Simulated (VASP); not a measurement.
Rh, 2 atoms in the cell. Symmetry: R-3m, No. 166, trigonal system. The conventional cell has a = 3.676 Å, b = 3.676 Å, c = 9.004 Å, α = 90.00°, β = 90.00°, γ = 120.00°. Rh (site symmetry 3m) has 4 Rh at 2.19 to 2.48 Å within 2.9 Å.  This cell differs from its parent crystal: shortest bond scaled by 1.1.

* Program: VASP 6.6.1
* Task: single point
* Functional: PBE
* Potentials or basis: VASP PAW PBE potentials, release 64 (Rh_pv)
* Cutoff: 520 eV
* k mesh: 10 × 10 × 10
* Occupations: fermi-dirac, width 0.05 eV
* Spin: no spin polarisation
* Dipole correction: no
* Further INCAR settings: ALGO = Normal; EDIFF = 1e-06; NBANDS = 22

Potentials or basis: VASP PAW PBE potentials, release 64 (Rh_pv).

The run is started by

```sh
$ cat potpaw_PBE.64/Rh_pv/POTCAR > POTCAR
$ mpirun -np 1 vasp_std > vasp.out
```

Hardware: 1 thread of Intel Xeon 6975P-C, on a shared host.

Q: How long does it take, and how much memory?

A: Run time: 63 s on 1 thread of Intel Xeon 6975P-C (shared host), peak memory 0.2 GiB. Counts: scf iterations 12, k points 116.
